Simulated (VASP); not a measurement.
Here is a VASP 6.6.1 calculation.

The input INCAR:

```
PREC     = Accurate       # precision mode
ENCUT    = 520            # plane-wave cutoff, eV
EDIFF    = 1E-6           # SCF threshold, eV
ISMEAR   = -1             # smearing method
SIGMA    = 0.05           # smearing width, eV
LREAL    = False          # projectors in reciprocal space
LASPH    = True           # aspherical terms in the spheres
NELM     = 80             # most SCF steps
ALGO     = Normal         # electronic algorithm
ISIF     = 2              # what is computed and relaxed
LWAVE    = False          # write WAVECAR
LCHARG   = True           # write CHGCAR
GGA      = PS             # functional
LELF     = True           # ELF
LVHAR    = True         
NBANDS   = 12             # bands
```

The input KPOINTS:

```
regular mesh
0
Gamma
  16 16 16
```

The input POSCAR:

```
Au
1.0
    0.0000000000      1.7219823952      1.7219823952
    1.7219823952      0.0000000000      1.7219823952
    1.7219823952      1.7219823952      0.0000000000
Au
1
Direct
    0.0000000000      0.0000000000      0.0000000000
```

Potentials or basis: VASP PAW PBE potentials, release 64 (Au).

Command:

```sh
$ cat potpaw_PBE.64/Au/POTCAR > POTCAR
$ mpirun -np 1 vasp_std > vasp.out
```

Task: What does it give for the pressure?

Result: 367.3 GPa.

Caveat: the PAW data sets were made with another functional, which shifts forces and pressure a little.
